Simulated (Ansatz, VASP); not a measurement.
**One calculation of P, two programs**

```
P
1.0
     4.27290    0.00000    0.00000
     0.00000    4.27290    0.00000
     0.00000    0.00000    4.29044
P
1
Direct
  0.00000 0.00000 0.00000
```

Change from the starting cell: zz strain of -2 %, crystal datasets.

Alike in both runs: task electric field gradients; functional PBEsol; k mesh 10 × 10 × 9; occupations fermi-dirac, width 0.08 eV; no spin polarisation.

|  | VASP | Ansatz |
| --- | --- | --- |
| version | VASP 6.6.1 | Ansatz 0.2.0 |
| potentials or method | VASP PAW PBE potentials, release 64 (P), cutoff 400 eV | all-electron PAW with datasets made for the crystal, scalar-relativistic |

|  | VASP | Ansatz | Ansatz less VASP |
| --- | --- | --- | --- |
| pressure (GPa) | -4.0 | -4.0 | 0.00 |
| traceless stress, the component that is largest in VASP (GPa) | 0.07 | 0.07 | 0.000 |
| size of Vzz on the site where it differs most (V/Å²) | 0.1 | 0.2 | +0.02 |

VASP's potentials were made for PBE, not for PBEsol. Ansatz ran all-electron here, and VASP with PAW potentials.
